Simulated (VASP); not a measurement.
Bi: relaxation of cell and atoms with PBE+D3(BJ)

Crystal: Bi.

```xyz
1
Lattice="-1.9814 1.9814 1.9814 1.9814 -1.9814 1.9814 1.9814 1.9814 -1.9814" Properties=species:S:1:pos:R:3 pbc="T T T"
Bi    0.0000    0.0000    0.0000
```

```json
{
 "Program": "VASP 6.6.1",
 "Task": "relaxation of cell and atoms",
 "Functional": "PBE",
 "Dispersion": "D3(BJ)",
 "Potentials or basis": "VASP PAW PBE potentials, release 64 (Bi_d)",
 "Cutoff": "600 eV",
 "k mesh": "9 × 9 × 9",
 "Occupations": "fermi-dirac, width 0.05 eV",
 "Spin": "no spin polarisation",
 "Dipole correction": "no",
 "Further INCAR settings": "ALGO = Normal; EDIFF = 1e-06; IBRION = 2; EDIFFG = -0.02; NSW = 80; ISIF = 3"
}
```

```
Relaxed volume                         : 30.17 Å³/atom
Relaxed cell                           : a = 3.397 Å, b = 3.397 Å, c = 3.397 Å, α = 109.47°, β = 109.47°, γ = 109.47°
Space group after relaxing (to 0.05 Å) : Im-3m (No. 229)
Energy gained by relaxing              : 5.2 meV/atom
Ionic steps                            : 3
Pressure after relaxing                : 0.0 GPa
Dispersion energy per atom             : -0.522 eV
```

The path:
```csv
step,energy change (eV),largest force (eV/Å),pressure (GPa),volume (Å³)
1,0.0000,0.0000,-1.72,31.12
2,-0.0035,0.0000,1.05,29.64
3,-0.0052,0.0000,0.02,30.17
```

Final structure:
```cif
data_structure
_symmetry_space_group_name_H-M 'P 1'
_symmetry_Int_Tables_number 1
_cell_length_a 3.3966
_cell_length_b 3.3966
_cell_length_c 3.3966
_cell_angle_alpha 109.471
_cell_angle_beta 109.471
_cell_angle_gamma 109.471
_cell_volume 30.17
loop_
_atom_site_label
_atom_site_type_symbol
_atom_site_fract_x
_atom_site_fract_y
_atom_site_fract_z
_atom_site_occupancy
Bi1 Bi 0.00000 0.00000 0.00000 1
```

Levels at points of the mesh, in eV from the Fermi level:
```csv
k point,band 4,band 5,band 6,band 7,band 8,band 9,band 10,band 11
"(0.00, 0.00, 0.00)",-22.99,-22.99,-13.81,5.28,5.28,5.28,9.47,10.41
```

Wall time 21 s on 1 thread of Intel(R) Xeon(R) Platinum 8488C (Sapphire Rapids) (shared host), peak memory 0.17 GiB.

Caveat: spin-orbit coupling is left out, which moves the levels of the heavy elements; pairwise dispersion overbinds metals, which lowers pressure and volume.
